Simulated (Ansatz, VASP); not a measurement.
## One calculation of SnO, two programs

File INCAR:

```
SYSTEM = SnO
  ALGO = Normal
  DIPOL = 0.5 0.5 0.403
  EDIFF = 1E-6
  ENCUT = 520
  GGA = PE
  IDIPOL = 3
  ISIF = 2
  ISMEAR = 0
  IVDW = 12
  LASPH = .TRUE.
  LCHARG = .FALSE.
  LDIPOL = .TRUE.
  LREAL = .FALSE.
  LWAVE = .FALSE.
  NBANDS = 50
  NELM = 80
  PREC = Accurate
  SIGMA = 0.05
```

KPOINTS

```
k-points
0
G
  7 7 1
  0 0 0
```

POSCAR

```
SnO
1.0
    3.8201636883      0.0000000000      0.0000000000
    0.0000000000      3.8201636883      0.0000000000
    0.0000000000      0.0000000000     22.2260802162
Sn O
4 4
Direct
    0.7500000000      0.2500000000      0.2024648501
    0.2500000000      0.7500000000      0.3087831971
    0.2500000000      1.2500000000      0.4977503906
    0.7500000000      0.7500000000      0.6040687375
    0.2500000000      0.2500000000      0.2556240236
    0.7500000000      0.7500000000      0.2556240236
    0.7500000000      1.2500000000      0.5509095640
    0.2500000000      0.7500000000      0.5509095640
```

Input for Ansatz:

```yaml
crystal:
  lattice:
    - [3.8201636883, 0.0, 0.0]
    - [0.0, 3.8201636883, 0.0]
    - [0.0, 0.0, 22.2260802162]
  atoms:
    - { symbol: Sn, position: [0.75, 0.25, 0.2024648501] }
    - { symbol: O, position: [0.25, 0.25, 0.2556240236] }
    - { symbol: O, position: [0.75, 0.75, 0.2556240236] }
    - { symbol: Sn, position: [0.25, 0.75, 0.3087831971] }
    - { symbol: Sn, position: [0.25, 1.25, 0.4977503906] }
    - { symbol: O, position: [0.75, 1.25, 0.550909564] }
    - { symbol: O, position: [0.25, 0.75, 0.550909564] }
    - { symbol: Sn, position: [0.75, 0.75, 0.6040687375] }
basis:
  ecutwfc: 420
kpoints:
  mp_grid: { grid: [7, 7, 1] }
hamiltonian:
  xc: pbe
  pseudopotentials: { kind: paw, azcp: { folder: soft_1 } }
  dispersion: d3bj
scf:
  occupations: { method: gaussian, width: 0.05 }
output:
  forces: true
  eigenvalues: true
efield:
  axis: 3
  dipole_correction: true
  ramp_width: 0.04
```

Alike in both runs: task single point; functional PBE; dispersion D3(BJ); k mesh 7 × 7 × 1; occupations gaussian, width 0.05 eV; no spin polarisation.

|  | VASP | Ansatz |
| --- | --- | --- |
| version | VASP 6.6.1 | Ansatz 0.2.0 |
| potentials or method | VASP PAW PBE potentials, release 64 (Sn_d, O), cutoff 520 eV | scalar-relativistic, plane waves, PAW |
| valence electrons in the cell | 80 | 80 |

VASP gave:

- gap on the k mesh at the Fermi level (eV): 2.47
- least direct gap on the mesh (eV): 2.57
- rms of the force components (eV/Å): 0.047

Task: Which values does Ansatz return?

Result: gap on the k mesh at the Fermi level (eV): 2.48; least direct gap on the mesh (eV): 2.61; rms of the force components (eV/Å): 0.014.
